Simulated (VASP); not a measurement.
C:

```xyz
2
Lattice="0.0000 1.7801 1.7801 1.7801 0.0000 1.7801 1.7801 1.7801 0.0000" Properties=species:S:1:pos:R:3 pbc="T T T"
C     0.0000    0.0000    0.0000
C     0.8901    0.8901    0.8901
```

Base run:

- Program: VASP 6.6.1
- Functional: r2SCAN
- Potentials or basis: VASP PAW PBE potentials, release 64 (C)
- Cutoff: 520 eV
- k mesh: 10 × 10 × 10
- Occupations: gaussian, width 0.01 eV
- Spin: no spin polarisation

Its results: band gap on the k mesh 4.38 eV, indirect (least direct gap 5.85 eV); pressure 1.1 GPa.

Q: The run is repeated on the same cell with these changes: functional from r2SCAN to PBE. What comes out?

A: Band gap on the k mesh 4.18 eV, indirect (least direct gap 5.60 eV); pressure 4.9 GPa.

r2SCAN gives the wider gap, since meta-GGAs in the generalised Kohn-Sham scheme recover part of the derivative discontinuity.

Caveats: the PAW data sets were made with another functional, which shifts forces and pressure a little (some runs).

A k mesh can miss the band edges.
